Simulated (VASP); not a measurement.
Input of a VASP 6.6.1 run:

The input INCAR:

```
ALGO = Normal ; EDIFF = 1E-6
ENCUT = 520 ; GGA = PE
ISIF = 2 ; ISMEAR = 0
LASPH = True ; LCHARG = False
LREAL = False ; LWAVE = False
NBANDS = 23 ; NELM = 100
PREC = Accurate ; SIGMA = 0.1
```

Contents of KPOINTS:

```
k-points
0
Gamma
  6 6 6
```

The input POSCAR:

```
CaSi2S2
1.0
   -2.5291326879      2.5291326879      4.0076070499
    2.5291326879     -2.5291326879      4.0076070499
    2.5291326879      2.5291326879     -4.0076070499
Ca Si S
1 2 2
Direct
    0.0000000000      0.0000000000      0.0000000000
    0.6566199921      0.6566199921      0.0000000000
    0.3433800079      0.3433800079      0.0000000000
    0.7500000000      0.2500000000      0.5000000000
    0.2500000000      0.7500000000      0.5000000000
```

Potentials or basis: VASP PAW PBE potentials, release 64 (Ca_sv, Si, S).

Launch:

```console
$ cat potpaw_PBE.64/Ca_sv/POTCAR potpaw_PBE.64/Si/POTCAR potpaw_PBE.64/S/POTCAR > POTCAR
$ mpirun -np 1 vasp_std > vasp.out
```

Problem. Estimate the largest force.

Solution. 0.030 eV/Å.

Problem. Predict the band gap on the k mesh.

Solution. Zero (band 15 reaches 6.47 eV, above the bottom of band 16 at 6.12 eV).

Stress tensor (GPa, compression positive):
```
0.31 0.00 0.00
0.00 0.31 0.00
0.00 0.00 0.04
```
